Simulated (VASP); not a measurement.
# Cs3S (I4/mmm) in VASP: single point with PBE

Aim: the single point of Cs3S with PBE.

Everything below comes from runs of VASP 6.6.1. Logs are shortened: lines on timing, memory, paths and dates and some standing lists are left out, and cuts for length are marked.

## Step 1: The cell of the first run

It takes space group I4/mmm (No. 139, tetragonal). The conventional cell has a = 5.532 Å, b = 5.532 Å, c = 11.820 Å, α = 90.00°, β = 90.00°, γ = 90.00°. Within 5.1 Å of Cs (site symmetry 4/mmm) lie 4 S at 3.91 Å and 8 Cs at 4.05 Å. Cs (site symmetry -4m2) has 8 Cs at 3.91 to 4.05 Å and 4 S at 4.05 Å within 5.1 Å. Within 5.1 Å of S (site symmetry 4/mmm) lie 12 Cs at 3.91 to 4.05 Å.

## Step 2: Single point, PBE

File INCAR:

```
PREC = Accurate
ENCUT = 520
EDIFF = 1E-6
ISMEAR = 0
SIGMA = 0.1
LREAL = F
LASPH = T
NELM = 60
ALGO = Normal
ISIF = 2
LWAVE = F
LCHARG = T
GGA = PE
LELF = T
LVHAR = T
NBANDS = 24
```

File KPOINTS:

```
Automatic mesh
0
Gamma
  12 12 12
```

File POSCAR:

```
Cs3S
1.0
   -2.7657918813      2.7657918813      5.9099500983
    2.7657918813     -2.7657918813      5.9099500983
    2.7657918813      2.7657918813     -5.9099500983
Cs S
3 1
Direct
    0.5000000000      0.5000000000      0.0000000000
    0.2500000000      0.7500000000      0.5000000000
    0.7500000000      0.2500000000      0.5000000000
    0.0000000000      0.0000000000      0.0000000000
```

Potentials or basis: VASP PAW PBE potentials, release 64 (Cs_sv, S).

Launch:

```sh
> cat potpaw_PBE.64/Cs_sv/POTCAR potpaw_PBE.64/S/POTCAR > POTCAR
> mpirun -np 1 vasp_std > vasp.out
```

OUTCAR:

```text
PREC = Accurate
   ENCUT = 520
   EDIFF = 1E-6
   ISMEAR = 0
   LREAL = F
   LASPH = T
   NELM = 60
   ISIF = 2
   GGA = PE

 ion  position               nearest neighbor table
   1  0.500  0.500  0.000-
   2  0.250  0.750  0.500-
   3  0.750  0.250  0.500-
   4  0.000  0.000  0.000-

  LATTYP: Found a body centered tetragonal cell.
 ALAT       =     5.5315837626
 C/A-ratio  =     2.1368021717

  Lattice vectors:

 A1 = (  -2.7657918813,   2.7657918813,   5.9099500983)
 A2 = (   2.7657918813,  -2.7657918813,   5.9099500983)
 A3 = (   2.7657918813,   2.7657918813,  -5.9099500983)

Analysis of symmetry for initial positions (statically):
=====================================================================
 Subroutine PRICEL returns:
 Original cell was already a primitive cell.

 Routine SETGRP: Setting up the symmetry group for a
 body centered tetragonal supercell.

 Subroutine GETGRP returns: Found 16 space group operations
 (whereof 16 operations were pure point group operations)
 out of a pool of 16 trial point group operations.

The static configuration has the point symmetry D_4h.

Analysis of symmetry for dynamics (positions and initial velocities):
=====================================================================
 Subroutine PRICEL returns:
 Original cell was already a primitive cell.

 Routine SETGRP: Setting up the symmetry group for a
 body centered tetragonal supercell.

 Subroutine GETGRP returns: Found 16 space group operations
 (whereof 16 operations were pure point group operations)
 out of a pool of 16 trial point group operations.

The dynamic configuration has the point symmetry D_4h.

 Subroutine INISYM returns: Found 16 space group operations
 (whereof 16 operations are pure point group operations),
 and found     1 'primitive' translations

----------------------------------------------------------------------------------------

                                     Primitive cell

[... 86 lines left out ...]
   ISTART =      0    job   : 0-new  1-cont  2-samecut
   ICHARG =      2    charge: 1-file 2-atom 10-const
   ISPIN  =      1    spin polarized calculation?
   LNONCOLLINEAR =      F non collinear calculations
   LSORBIT =      F    spin-orbit coupling
   LASPH  =      T    aspherical Exc in radial PAW
   ENCUT  =  520.0 eV  38.22 Ry    6.18 a.u.  13.18 13.18 13.18*2*pi/ulx,y,z
   NELM   =     60;   NELMIN=  2; NELMDL= -5     # of ELM steps
   EDIFF  = 0.1E-05   stopping-criterion for ELM
   LREAL  =      F    real-space projection
   EDIFFG = 0.1E-04   stopping-criterion for IOM
   NSW    =      0    number of steps for IOM
   IBRION =     -1    ionic relax: 0-MD 1-quasi-New 2-CG
   NFREE  =      0    steps in history (QN), initial steepest desc. (CG)
   ISIF   =      2    stress and relaxation
   ISYM   =      2    0-nonsym 1-usesym 2-fastsym
   POTIM  = 0.5000    time-step for ionic-motion
   TEBEG  =    0.0;   TEEND  =   0.0 temperature during run
   PSTRESS=    0.0 pullay stress
   NELECT =      33.0000    total number of electrons
   NUPDOWN=      -1.0000    fix difference up-down
   EMIN   =  10.00;   EMAX   =-10.00  energy-range for DOS
   EFERMI =   0.00;   METHOD = LEGACY
   ISMEAR =     0;   SIGMA  =   0.10  broadening in eV -4-tet -1-fermi 0-gaus
   EFERMI_NEDOS =   21; number of points for ismear=-14 and -15
   IALGO  =     38    algorithm
   IMIX   =      4    mixing-type and parameters
     AMIX     =   0.40;   BMIX     =  1.00
     AMIX_MAG =   1.60;   BMIX_MAG =  1.00
  volume/ion in A,a.u.               =      45.21       305.08
  Fermi-wavevector in a.u.,A,eV,Ry     =   0.928578  1.754759 11.731728  0.862258
  Thomas-Fermi vector in A             =   2.054770
   LORBIT       =      0    0 simple, 1 ext, 2 COOP (PROOUT), +10 PAW based schemes
   GGA     = PE    functional components
   LHFCALC =     F    Hartree Fock is set to
   AEXX    =    0.0000 exact exchange contribution
   IVDW    =     0    specifies the selected vdW correction
   LEPSILON=     F    determine dielectric tensor
   LRPA    =     F    only Hartree local field effects (RPA)
 non-spin polarized calculation
 Gauss-broadening in eV      SIGMA  =   0.10
  energy-cutoff  :      520.00
  volume of cell :      180.84
 maximum number of plane-waves:      4892
 NGX is ok and might be reduce to    54
   NGX = 27   NGY = 27   NGZ = 27

 number of electron      33.0000000 magnetization

 Free energy of the ion-electron system (eV)
  ---------------------------------------------------
  ext. energy  EPLUGINS =         0.00000000
  ---------------------------------------------------
  free energy    TOTEN  =        -8.20991243 eV

  energy without entropy =       -8.19933154  energy(sigma->0) =       -8.20462198

 E-fermi :   3.4940     XC(G=0):  -7.8908

 val. band max:        3.4716205725   @ k =  -0.1667  -0.4167   0.0833
 cond. band min:       3.4970355772   @ k =   0.3333   0.1667   0.0000
 fundamental gap:      0.0254150046
 Fermi energy:         3.4940364418

 k-point     1 :       0.0000    0.0000    0.0000
  band No.  band energies     occupation
      1     -20.8647      2.00000
      2     -20.5785      2.00000
      3     -20.5225      2.00000
      4      -8.2966      2.00000
      5      -8.2204      2.00000
      6      -8.0744      2.00000
[... 637 lines left out ...]
     23       5.9983      0.00000
     24       6.0717      0.00000

 [... further k-points ...]

------------------------ aborting loop because EDIFF is reached ----------------------------------------

  FORCE on cell =-STRESS in cart. coord.  units (eV):
  Direction    XX          YY          ZZ          XY          YZ          ZX
  --------------------------------------------------------------------------------------
  -------------------------------------------------------------------------------------
  Total        0.0582590      0.0582590      0.0409580      0.0000000      0.0000000      0.0000000
  in kB        0.5161673      0.5161673      0.3628826      0.0000000      0.0000000      0.0000000
  external PRESSURE =       0.4650724 kB  Pullay stress =       0.0000000 kB

 VOLUME and BASIS-vectors are now :
 -----------------------------------------------------------------------------
  energy-cutoff  :      520.00
  volume of cell :      180.84
      direct lattice vectors                 reciprocal lattice vectors
    -2.765791881  2.765791881  5.909950098     0.000000000  0.180780052  0.084603083
     2.765791881 -2.765791881  5.909950098     0.180780052  0.000000000  0.084603083
     2.765791881  2.765791881 -5.909950098     0.180780052  0.180780052  0.000000000

 POSITION                                       TOTAL-FORCE (eV/Angst)
 -----------------------------------------------------------------------------------
      0.00000      0.00000      5.90995        -0.000000     -0.000000      0.000000
      2.76579      0.00000      2.95498         0.000000     -0.000000     -0.000000
      0.00000      2.76579      2.95498        -0.000000      0.000000     -0.000000
      0.00000      0.00000      0.00000        -0.000000     -0.000000      0.000000
 -----------------------------------------------------------------------------------
    total drift:                               -0.000000      0.000000      0.000000

  FREE ENERGIE OF THE ION-ELECTRON SYSTEM (eV)
  ---------------------------------------------------
  free  energy   TOTEN  =        -8.2099124294 eV

  energy  without entropy=       -8.1993315354  energy(sigma->0) =       -8.20462198
```

stdout:

```text
POSCAR found type information on POSCAR CsS
 POSCAR found :  2 types and       4 ions
 scaLAPACK will be used
 LDA part: xc-table for (Slater+PW92), standard interpolation
 POSCAR, INCAR and KPOINTS ok, starting setup
 FFT: planning ... GRIDC
 FFT: planning ... GRID_SOFT
 FFT: planning ... GRID
 WAVECAR not read
 entering main loop
```

Run time: 17 min. Hardware: 1 thread of Intel Xeon Platinum 8259CL at 2.50GHz (Skylake/Cascade Lake), shared host; peak memory 0.77 GiB.

What came out:

| Quantity | Value |
| --- | --- |
| Free energy | -8.2099 eV |
| Pressure | 0.0 GPa |
| Band gap on the k mesh | zero (an odd number of electrons rules out a gap without spin polarisation) |

Caveat: spin-orbit coupling is left out, which moves the levels of the heavy elements.

The gap in the log of VASP goes by the Fermi energy; the results here count the filled bands.